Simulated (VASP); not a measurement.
# SnO (Cmc2_1) in VASP: notebook

Runs on SnO. Level: PBE. Tasks: single point.

Program: VASP 6.6.1. These are calculated values, not measurements. Logs are shortened: lines on timing, memory, paths and dates and some standing lists are left out, and cuts for length are marked.

### Step 1. The cell of the first run

Symmetry: Cmc2_1, No. 36, orthorhombic system. The conventional cell has a = 5.000 Å, b = 5.720 Å, c = 11.120 Å, α = 90.00°, β = 90.00°, γ = 90.00°. Sn (site symmetry m) has 4 O at 2.15 to 2.53 Å within 2.8 Å. Sn (site symmetry m) has 2 O at 1.99 Å within 2.6 Å. Within 2.4 Å of O (site symmetry 1) lie 1 O at 1.80 Å and 2 Sn at 1.99 to 2.15 Å.

### Step 2. Single point, PBE

INCAR

```
  PREC = Accurate
  ENCUT = 520
  EDIFF = 1E-7
  ISMEAR = 0
  SIGMA = 0.02
  LREAL = False
  LASPH = True
  NELM = 80
  ALGO = Normal
  ISIF = 2
  LWAVE = False
  LCHARG = False
  GGA = PE
  NBANDS = 50
```

KPOINTS

```
Automatic mesh
0
Gamma
  10 10 4
```

POSCAR

```
SnO
1.0
    2.5000000000     -2.8600000000      0.0000000000
    2.5000000000      2.8600000000      0.0000000000
    0.0000000000      0.0000000000     11.1200000000
Sn O
4 4
Direct
    0.0000000000      0.0000000000      0.0000000000
    0.0000000000      0.0000000000      0.5000000000
    0.5590000000      0.4410000000      0.2540000000
    0.4410000000      0.5590000000      0.7540000000
    0.9300000000      0.4300000000      0.3800000000
    0.0700000000      0.5700000000      0.8800000000
    0.5700000000      0.0700000000      0.3800000000
    0.4300000000      0.9300000000      0.8800000000
```

Potentials or basis: VASP PAW PBE potentials, release 64 (Sn_d, O).

Started as:

```sh
$ cat potpaw_PBE.64/Sn_d/POTCAR potpaw_PBE.64/O/POTCAR > POTCAR
$ mpirun -np 1 vasp_std > vasp.out
```

OUTCAR:

```text
PREC = Accurate
   ENCUT = 520
   EDIFF = 1E-7
   ISMEAR = 0
   LREAL = False
   LASPH = True
   NELM = 80
   ISIF = 2
   GGA = PE

 ion  position               nearest neighbor table
   1  0.000  0.000  0.000-   6 2.15   8 2.15   6 2.53   8 2.53   4 3.72   4 3.72   4 3.72
   2  0.000  0.000  0.500-   5 2.15   7 2.15   7 2.53   5 2.53   3 3.72   3 3.72   3 3.72
   3  0.559  0.441  0.254-   5 1.99   7 1.99   7 2.77   5 2.77   2 3.72   2 3.72   2 3.72
   4  0.441  0.559  0.754-   6 1.99   8 1.99   6 2.77   8 2.77   1 3.72   1 3.72   1 3.72
   5  0.930  0.430  0.380-   7 1.80   3 1.99   2 2.15   2 2.53   3 2.77
   6  0.070  0.570  0.880-   8 1.80   4 1.99   1 2.15   1 2.53   4 2.77
   7  0.570  0.070  0.380-   5 1.80   3 1.99   2 2.15   2 2.53   3 2.77
   8  0.430  0.930  0.880-   6 1.80   4 1.99   1 2.15   1 2.53   4 2.77

  LATTYP: Found a base centered orthorhombic cell.
 ALAT       =     5.0000000000
 B/A-ratio  =     1.1440000000
 C/A-ratio  =     2.2240000000

  Lattice vectors:

 A1 = (   2.5000000000,  -2.8600000000,   0.0000000000)
 A2 = (   2.5000000000,   2.8600000000,   0.0000000000)
 A3 = (   0.0000000000,   0.0000000000,  11.1200000000)

Analysis of symmetry for initial positions (statically):
=====================================================================
 Subroutine PRICEL returns:
 Original cell was already a primitive cell.

 Routine SETGRP: Setting up the symmetry group for a
 base centered orthorhombic supercell.

 Subroutine GETGRP returns: Found  4 space group operations
 (whereof  2 operations were pure point group operations)
 out of a pool of  8 trial point group operations.

The static configuration has the point symmetry C_1h.
 The point group associated with its full space group is C_2v.

Analysis of symmetry for dynamics (positions and initial velocities):
=====================================================================
 Subroutine PRICEL returns:
 Original cell was already a primitive cell.

 Routine SETGRP: Setting up the symmetry group for a
 base centered orthorhombic supercell.

 Subroutine GETGRP returns: Found  4 space group operations
 (whereof  2 operations were pure point group operations)
 out of a pool of  8 trial point group operations.

The dynamic configuration has the point symmetry C_1h.
 The point group associated with its full space group is C_2v.

 Subroutine INISYM returns: Found  4 space group operations
 (whereof  2 operations are pure point group operations),
 and found     1 'primitive' translations

----------------------------------------------------------------------------------------

                                     Primitive cell

  volume of cell :     159.0160

  direct lattice vectors                    reciprocal lattice vectors
     2.500000000 -2.860000000  0.000000000     0.200000000 -0.174825175  0.000000000
     2.500000000  2.860000000  0.000000000     0.200000000  0.174825175  0.000000000
     0.000000000  0.000000000 11.120000000     0.000000000  0.000000000  0.089928058

  length of vectors
     3.798631332  3.798631332 11.120000000     0.265638555  0.265638555  0.089928058

  position of ions in fractional coordinates (direct lattice)
     0.000000000  0.000000000  0.000000000
     0.000000000  0.000000000  0.500000000
     0.559000000  0.441000000  0.254000000
     0.441000000  0.559000000  0.754000000
     0.930000000  0.430000000  0.380000000
     0.070000000  0.570000000  0.880000000
     0.570000000  0.070000000  0.380000000
     0.430000000  0.930000000  0.880000000

  ion indices of the primitive-cell ions
   primitive index   ion index
                 1           1
                 2           2
                 3           3
                 4           4
                 5           5
                 6           6
                 7           7
                 8           8

----------------------------------------------------------------------------------------

 KPOINTS: Automatic mesh

Automatic generation of k-mesh.
 Grid dimensions read from file:
 generate k-points for:   10   10    4

 Generating k-lattice:

  Cartesian coordinates                     Fractional coordinates (reciprocal lattice)
     0.020000000 -0.017482517  0.000000000     0.100000000  0.000000000  0.000000000
     0.020000000  0.017482517  0.000000000     0.000000000  0.100000000  0.000000000
     0.000000000  0.000000000  0.022482014     0.000000000  0.000000000  0.250000000

  Length of vectors
     0.026563855  0.026563855  0.022482014

  Shift w.r.t. Gamma in fractional coordinates (k-lattice)
     0.000000000  0.000000000  0.000000000

 Subroutine IBZKPT returns following result:
 ===========================================

 Found     93 irreducible k-points:

 Following reciprocal coordinates:
            Coordinates               Weight
  0.000000  0.000000  0.000000      1.000000
  0.100000 -0.000000  0.000000      4.000000
  0.200000 -0.000000  0.000000      4.000000
  0.300000 -0.000000  0.000000      4.000000
  0.400000  0.000000  0.000000      4.000000
  0.500000 -0.000000  0.000000      2.000000
[... 16 lines left out ...]
  0.300000  0.300000  0.000000      2.000000
  0.400000  0.300000  0.000000      4.000000
 [... further k-points ...]
   k-points           NKPTS =     93   k-points in BZ     NKDIM =     93   number of bands    NBANDS=     50
   number of dos      NEDOS =    301   number of ions     NIONS =      8
   total plane-waves  NPLWV =  65856
   dimension x,y,z NGX =    28 NGY =   28 NGZ =   84
   dimension x,y,z NGXF=    56 NGYF=   56 NGZF=  168
   ions per type =               4   4
   NGX,Y,Z   is equivalent  to a cutoff of  12.25, 12.25, 12.56 a.u.
   NGXF,Y,Z  is equivalent  to a cutoff of  24.51, 24.51, 25.12 a.u.
 SYSTEM =  unknown system
   PREC   = accura    normal or accurate (medium, high low for compatibility)
   ISTART =      0    job   : 0-new  1-cont  2-samecut
   ICHARG =      2    charge: 1-file 2-atom 10-const
   ISPIN  =      1    spin polarized calculation?
   LNONCOLLINEAR =      F non collinear calculations
   LSORBIT =      F    spin-orbit coupling
   LASPH  =      T    aspherical Exc in radial PAW
   ENCUT  =  520.0 eV  38.22 Ry    6.18 a.u.   7.06  7.06 20.68*2*pi/ulx,y,z
   NELM   =     80;   NELMIN=  2; NELMDL= -5     # of ELM steps
   EDIFF  = 0.1E-06   stopping-criterion for ELM
   LREAL  =      F    real-space projection
   EDIFFG = 0.1E-05   stopping-criterion for IOM
   NSW    =      0    number of steps for IOM
   IBRION =     -1    ionic relax: 0-MD 1-quasi-New 2-CG
   NFREE  =      0    steps in history (QN), initial steepest desc. (CG)
   ISIF   =      2    stress and relaxation
   ISYM   =      2    0-nonsym 1-usesym 2-fastsym
   POTIM  = 0.5000    time-step for ionic-motion
   TEBEG  =    0.0;   TEEND  =   0.0 temperature during run
   PSTRESS=    0.0 pullay stress
   NELECT =      80.0000    total number of electrons
   NUPDOWN=      -1.0000    fix difference up-down
   EMIN   =  10.00;   EMAX   =-10.00  energy-range for DOS
   EFERMI =   0.00;   METHOD = LEGACY
   ISMEAR =     0;   SIGMA  =   0.02  broadening in eV -4-tet -1-fermi 0-gaus
   EFERMI_NEDOS =   21; number of points for ismear=-14 and -15
   IALGO  =     38    algorithm
   IMIX   =      4    mixing-type and parameters
     AMIX     =   0.40;   BMIX     =  1.00
     AMIX_MAG =   1.60;   BMIX_MAG =  1.00
  volume/ion in A,a.u.               =      19.88       134.14
  Fermi-wavevector in a.u.,A,eV,Ry     =   1.302041  2.460500 23.066092  1.695310
  Thomas-Fermi vector in A             =   2.433135
   LORBIT       =      0    0 simple, 1 ext, 2 COOP (PROOUT), +10 PAW based schemes
   GGA     = PE    functional components
   LHFCALC =     F    Hartree Fock is set to
   AEXX    =    0.0000 exact exchange contribution
   IVDW    =     0    specifies the selected vdW correction
   LEPSILON=     F    determine dielectric tensor
   LRPA    =     F    only Hartree local field effects (RPA)
 non-spin polarized calculation
 Gauss-broadening in eV      SIGMA  =   0.02
  energy-cutoff  :      520.00
  volume of cell :      159.02
 maximum number of plane-waves:      4324
   NGX = 15   NGY = 15   NGZ = 41

 number of electron      80.0000004 magnetization

 Free energy of the ion-electron system (eV)
  ---------------------------------------------------
  ext. energy  EPLUGINS =         0.00000000
  ---------------------------------------------------
  free energy    TOTEN  =       -37.82670247 eV

  energy without entropy =      -37.82587076  energy(sigma->0) =      -37.82628662

 E-fermi :   6.3327     XC(G=0):  -9.6250

 val. band max:        6.3299136443   @ k =  -0.4000   0.4000   0.2500
 cond. band min:       6.3340274232   @ k =  -0.3000   0.3000   0.2500
 fundamental gap:      0.0041137789
 Fermi energy:         6.3327381358

 k-point     1 :       0.0000    0.0000    0.0000
  band No.  band energies     occupation
      1     -16.4318      2.00000
      2     -16.4276      2.00000
      3     -16.0365      2.00000
      4     -16.0311      2.00000
      5     -15.8425      2.00000
      6     -15.8377      2.00000
[... 42 lines left out ...]
     49      11.2421      0.00000
     50      11.9299      0.00000

 k-point     2 :       0.1000   -0.0000    0.0000
  band No.  band energies     occupation
      1     -16.4404      2.00000
      2     -16.4358      2.00000
      3     -16.0312      2.00000
      4     -16.0253      2.00000
      5     -15.8401      2.00000
      6     -15.8362      2.00000
[... 42 lines left out ...]
     49      11.4409      0.00000
     50      11.6341      0.00000

 k-point     3 :       0.2000   -0.0000    0.0000
  band No.  band energies     occupation
      1     -16.4613      2.00000
      2     -16.4560      2.00000
      3     -16.0189      2.00000
      4     -16.0124      2.00000
      5     -15.8349      2.00000
      6     -15.8333      2.00000
[... 42 lines left out ...]
     49      11.0200      0.00000
     50      11.7639      0.00000

 k-point     4 :       0.3000   -0.0000    0.0000
  band No.  band energies     occupation
      1     -16.4848      2.00000
      2     -16.4794      2.00000
      3     -16.0069      2.00000
      4     -16.0009      2.00000
      5     -15.8323      2.00000
      6     -15.8309      2.00000
[... 999 lines left out ...]
 k-point    23 :       0.3000    0.3000    0.0000
  band No.  band energies     occupation
      1     -16.5284      2.00000
      2     -16.5219      2.00000
      3     -15.9893      2.00000
      4     -15.9843      2.00000
      5     -15.8346      2.00000
      6     -15.8341      2.00000
[... 42 lines left out ...]
     49      10.6448      0.00000
     50      11.3880      0.00000

 k-point    24 :       0.4000    0.3000    0.0000
  band No.  band energies     occupation
      1     -16.5423      2.00000
      2     -16.5355      2.00000
      3     -15.9992      2.00000
      4     -15.9870      2.00000
      5     -15.8383      2.00000
      6     -15.8369      2.00000
[... 42 lines left out ...]
     49      10.7022      0.00000
     50      11.1121      0.00000

 [... further k-points ...]
[... 5 lines left out ...]
  --------------------------------------------------------------------------------------
  -------------------------------------------------------------------------------------
  Total       30.5297886      0.4142715     -0.5387911      0.0000000      0.0000000      0.0000000
  in kB      307.6051168      4.1740223     -5.4286290      0.0000000      0.0000000      0.0000000
  external PRESSURE =     102.1168367 kB  Pullay stress =       0.0000000 kB

 VOLUME and BASIS-vectors are now :
 -----------------------------------------------------------------------------
  energy-cutoff  :      520.00
  volume of cell :      159.02
      direct lattice vectors                 reciprocal lattice vectors
     2.500000000 -2.860000000  0.000000000     0.200000000 -0.174825175  0.000000000
     2.500000000  2.860000000  0.000000000     0.200000000  0.174825175  0.000000000
     0.000000000  0.000000000 11.120000000     0.000000000  0.000000000  0.089928058

 POSITION                                       TOTAL-FORCE (eV/Angst)
 -----------------------------------------------------------------------------------
      0.00000      0.00000      0.00000        -0.000000      0.938601     -1.030772
      0.00000      0.00000      5.56000        -0.000000     -0.938601     -1.030772
      2.50000     -0.33748      2.82448        -0.000000      2.251547     -1.179096
      2.50000      0.33748      8.38448        -0.000000     -2.251547     -1.179096
      3.40000     -1.43000      4.22560         8.820809     -0.596810      1.104934
      1.60000      1.43000      9.78560        -8.820809      0.596810      1.104934
      1.60000     -1.43000      4.22560        -8.820809     -0.596810      1.104934
      3.40000      1.43000      9.78560         8.820809      0.596810      1.104934
 -----------------------------------------------------------------------------------
    total drift:                                0.000000     -0.000000      0.000649

  FREE ENERGIE OF THE ION-ELECTRON SYSTEM (eV)
  ---------------------------------------------------
  free  energy   TOTEN  =       -37.8267024714 eV

  energy  without entropy=      -37.8258707639  energy(sigma->0) =      -37.82628662
```

Wall time 25 min (1 thread of Intel Xeon 8259CL, shared host); peak memory 0.61 GiB.

Results:

```yaml
Free_energy: -37.8267 eV
Pressure: 10.2 GPa
Largest_force: 8.910 eV/Å
Band_gap_on_the_k_mesh: zero (bands 40 and 41 overlap by 0.36 eV)
```

Forces in eV/Å, atoms in the order of the input:
```
Sn   0.000  0.939 -1.031
Sn   0.000 -0.939 -1.031
Sn   0.000  2.252 -1.179
Sn   0.000 -2.252 -1.179
O    8.821 -0.597  1.105
O   -8.821  0.597  1.105
O   -8.821 -0.597  1.105
O    8.821  0.597  1.105
```

Levels at points of the mesh, in eV from the Fermi level:
| k point | band 37 | band 38 | band 39 | band 40 | band 41 | band 42 | band 43 | band 44 |
| --- | --- | --- | --- | --- | --- | --- | --- | --- |
| (0.00, 0.00, 0.00) | -3.26 | -1.56 | -0.07 | -0.04 | 0.87 | 2.24 | 2.33 | 2.60 |
| (0.50, 0.00, 0.00) | -2.93 | -2.60 | -1.57 | -1.37 | 0.85 | 0.87 | 1.17 | 1.34 |
| (0.50, 0.50, 0.00) | -2.34 | -2.33 | -0.85 | -0.68 | -0.02 | 0.36 | 0.43 | 1.39 |
| (0.00, 0.00, 0.50) | -2.54 | -2.54 | -0.06 | -0.06 | 1.52 | 1.52 | 2.74 | 2.74 |
| (0.50, 0.00, 0.50) | -2.88 | -2.88 | -1.40 | -1.40 | 0.66 | 0.66 | 1.47 | 1.47 |
| (0.50, 0.50, 0.50) | -2.34 | -2.34 | -0.43 | -0.43 | -0.28 | -0.28 | 0.64 | 0.64 |

Caveat: the stress differs along the axes, from -1 to 31 GPa; semilocal functionals underestimate gaps, and a narrow one can read as zero; spin-orbit coupling is left out, which moves the levels of the heavy elements; forces of over 1 eV/Å act on the atoms, so gaps and moduli don't describe the material at rest.

### Step 3. Single point, PBE

INCAR

```
SYSTEM = SnO
PREC = Accurate
ENCUT = 520
EDIFF = 1E-6
ISMEAR = 0
SIGMA = 0.1
LREAL = .False.
LASPH = .True.
NELM = 100
ALGO = Normal
ISIF = 2
LWAVE = .False.
LCHARG = .True.
GGA = PE
LELF = .True.
LVHAR = .True.
NBANDS = 50
```

KPOINTS

```
Automatic mesh
0
Gamma
  10 10 4
  0 0 0
```

POSCAR is that of step 2.

Potentials or basis: VASP PAW PBE potentials, release 64 (Sn_d, O).

Started as:

```sh
$ cat potpaw_PBE.64/Sn_d/POTCAR potpaw_PBE.64/O/POTCAR > POTCAR
$ mpirun -np 1 vasp_std > vasp.out
```

Wall time 21 min (1 thread of Intel Xeon 8259CL, shared host); peak memory 0.61 GiB.

The run converged. Its results:

- Free energy: -37.8347 eV
- Pressure: 10.2 GPa
- Largest force: 8.889 eV/Å
- Band gap on the k mesh: zero (bands 40 and 41 overlap by 0.35 eV)

Forces in eV/Å, atoms in the order of the input:
```
Sn   0.000  0.938 -1.014
Sn   0.000 -0.938 -1.014
Sn   0.000  2.251 -1.197
Sn   0.000 -2.251 -1.197
O    8.800 -0.596  1.105
O   -8.800  0.596  1.105
O   -8.800 -0.596  1.105
O    8.800  0.596  1.105
```

Stress tensor (GPa, compression positive):
```
30.64  0.00  0.00
 0.00  0.45  0.00
 0.00  0.00 -0.49
```

Levels at points of the mesh, in eV from the Fermi level:
```
           k point  band 37  band 38  band 39  band 40  band 41  band 42  band 43  band 44
(0.00, 0.00, 0.00)    -3.27    -1.56    -0.08    -0.04     0.87     2.23     2.33     2.60
(0.50, 0.00, 0.00)    -2.94    -2.61    -1.57    -1.37     0.85     0.87     1.17     1.34
(0.50, 0.50, 0.00)    -2.34    -2.34    -0.85    -0.68    -0.03     0.36     0.43     1.39
(0.00, 0.00, 0.50)    -2.54    -2.54    -0.06    -0.06     1.52     1.52     2.74     2.74
(0.50, 0.00, 0.50)    -2.89    -2.89    -1.40    -1.40     0.66     0.66     1.47     1.47
(0.50, 0.50, 0.50)    -2.34    -2.34    -0.43    -0.43    -0.29    -0.29     0.63     0.63
```

Caveat: the stress differs along the axes, from -0 to 31 GPa; semilocal functionals underestimate gaps, and a narrow one can read as zero; spin-orbit coupling is left out, which moves the levels of the heavy elements; forces of over 1 eV/Å act on the atoms, so gaps and moduli don't describe the material at rest.
